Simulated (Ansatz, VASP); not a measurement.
## BeCd2Te3 in VASP and in Ansatz

```
Be Cd Te
1.0
     4.48713    0.00000    0.00000
     0.00000    4.48713    0.00000
     0.00000    0.00000    8.63754
Be Cd Te
1 2 3
Cartesian
  0.0000 0.0000 0.0000
  0.0000 0.0000 6.6790
  0.0000 0.0000 1.9586
  0.0000 2.2436 0.0000
  2.2436 0.0000 0.0000
  0.0000 0.0000 4.3188
```

Alike in both runs: task single point; functional PBE; k mesh 4 × 4 × 2; occupations gaussian, width 0.1 eV; no spin polarisation.

```csv
,VASP,Ansatz
version,VASP 6.6.1,Ansatz 0.2.0
potentials or method,"VASP PAW PBE potentials, release 64 (Be, Cd, Te), cutoff 600 eV","scalar-relativistic, plane waves, PAW"
valence electrons in the cell,44,90
```

```csv
,VASP,Ansatz,Ansatz less VASP
gap on the k mesh at the Fermi level (eV),none,none,-
pressure (GPa),23.6,23.3,-0.36
"traceless stress, the component that is largest in VASP (GPa)",14.74,14.42,-0.313
rms of the force components (eV/Å),0.685,0.660,-0.0250
```

Atom by atom the forces differ by 0.025 eV/Å (rms over components). A gap of «none» marks a metal or a gap that the smearing closes. VASP's potentials hold 44 valence electrons a cell and Ansatz's 90, so a difference there can come from the potentials and not from the codes.

The k mesh is coarse, so the values compare programs but aren't converged. Spin-orbit coupling is off throughout.
